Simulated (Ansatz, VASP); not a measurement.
## Two plane-wave programs on MgCdTe3

```xyz
5
Lattice="6.4137 0.0000 0.0000 -3.2068 5.5544 0.0000 0.0000 0.0000 5.5211" Properties=species:S:1:pos:R:3 pbc="T T T"
Mg    0.0000    0.0000    2.7605
Cd    0.0000    0.0000    0.0000
Te    3.2068    0.0000    0.0000
Te   -1.6034    2.7772    0.0000
Te    1.6034    2.7772    0.0000
```

Alike in both runs: functional PBE; k mesh 6 × 6 × 8; occupations gaussian, width 0.1 eV; no spin polarisation.

Ansatz relaxed the structure, and its values are those at the end. VASP's run is a single point on that final structure, the one shown.

|  | VASP | Ansatz |
| --- | --- | --- |
| version | VASP 6.6.1 | Ansatz 0.2.0 |
| potentials or method | VASP PAW PBE potentials, release 64 (Mg, Cd, Te), cutoff 520 eV | scalar-relativistic, plane waves, PAW |
| valence electrons in the cell | 32 | 78 |

|  | VASP | Ansatz | Ansatz less VASP |
| --- | --- | --- | --- |
| gap on the k mesh at the Fermi level (eV) | none | none | - |
| pressure (GPa) | 0.0 | 0.0 | 0.00 |

A gap of «none» marks a metal or a gap that the smearing closes. With one functional, cell and mesh, what is left measures potentials, basis and numerics. VASP's potentials hold 32 valence electrons a cell and Ansatz's 78, so a difference there can come from the potentials and not from the codes.

Spin-orbit coupling is off throughout.
